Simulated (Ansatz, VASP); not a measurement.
Ta in VASP and in Ansatz

```
Ta
1.0
     4.62002    0.00000    0.00000
    -2.31001    4.00106    0.00000
     0.00000    0.00000    4.71520
Ta
4
Cartesian
  0.0000 0.0000 1.1788
  0.0000 0.0000 3.5364
  0.0000 2.6674 3.5364
  2.3100 1.3337 1.1788
```

Alike in both runs: functional r2SCAN; k mesh 6 × 6 × 2; occupations gaussian, width 0.1 eV; no spin polarisation.

Ansatz relaxed the structure, and its values are those at the end. VASP's run is a single point on that final structure, the one shown.

|  | VASP | Ansatz |
| --- | --- | --- |
| version | VASP 6.6.1 | Ansatz 0.2.0 |
| potentials or method | VASP PAW PBE potentials, release 64 (Ta_sv_GW), cutoff 550 eV | scalar-relativistic, plane waves, PAW |
| valence electrons in the cell | 52 | 52 |

VASP gave:

```
gap on the k mesh at the Fermi level (eV) : none
pressure (GPa)                            : -0.6
```

Which values does Ansatz return?

gap on the k mesh at the Fermi level (eV): none; pressure (GPa): 0.0.

VASP's potentials were made for PBE, not for r2SCAN. A gap of «none» marks a metal or a gap that the smearing closes.

The k mesh is coarse, so the values compare programs but aren't converged. Neither program's run includes spin-orbit coupling.
